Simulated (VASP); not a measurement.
Input of a VASP 6.6.1 run:

The input INCAR:

```
PREC = Accurate
ENCUT = 600
EDIFF = 1E-6
ISMEAR = -1
SIGMA = 0.05
LREAL = F
LASPH = T
NELM = 80
ALGO = Normal
ISIF = 3
LWAVE = F
LCHARG = F
GGA = B5
ALDAX = 1.0
AGGAX = 1.0
AGGAC = 1.0
ALDAC = 0.0
IBRION = 2
NSW = 60
EDIFFG = -0.01
```

KPOINTS

```
Automatic mesh
0
Gamma
  6 6 6
```

Contents of POSCAR:

```
GaSb3
1.0
    0.0000000000      3.7305950000      3.7305950000
    3.7305950000      0.0000000000      3.7305950000
    3.7305950000      3.7305950000      0.0000000000
Sb Ga
3 1
Direct
    0.5000000000      0.5000000000      0.5000000000
    0.7500000000      0.7500000000      0.7500000000
    0.2500000000      0.2500000000      0.2500000000
    0.0000000000      0.0000000000      0.0000000000
```

Potentials or basis: VASP PAW PBE potentials, release 64 (Sb, Ga_d).

Run with:

```sh
$ cat potpaw_PBE.64/Sb/POTCAR potpaw_PBE.64/Ga_d/POTCAR > POTCAR
$ mpirun -np 1 vasp_std > vasp.out
```

What does it give for the relaxed volume?

28.79 Å³/atom.

Predict the space group after relaxing (to 0.1 Å).

Fm-3m (No. 225).

Predict the relaxed cell.

a = 5.461 Å, b = 5.461 Å, c = 5.461 Å, α = 60.00°, β = 60.00°, γ = 60.00°.

Final structure:
```xyz
4
Lattice="0.0000 3.8614 3.8614 3.8614 0.0000 3.8614 3.8614 3.8614 0.0000" Properties=species:S:1:pos:R:3 pbc="T T T"
Sb    3.8614    3.8614    3.8614
Sb    5.7921    5.7921    5.7921
Sb    1.9307    1.9307    1.9307
Ga    0.0000    0.0000    0.0000
```

Caveat: the highest band is partly filled, so the run has too few bands; the PAW data sets were made with another functional, which shifts forces and pressure a little.
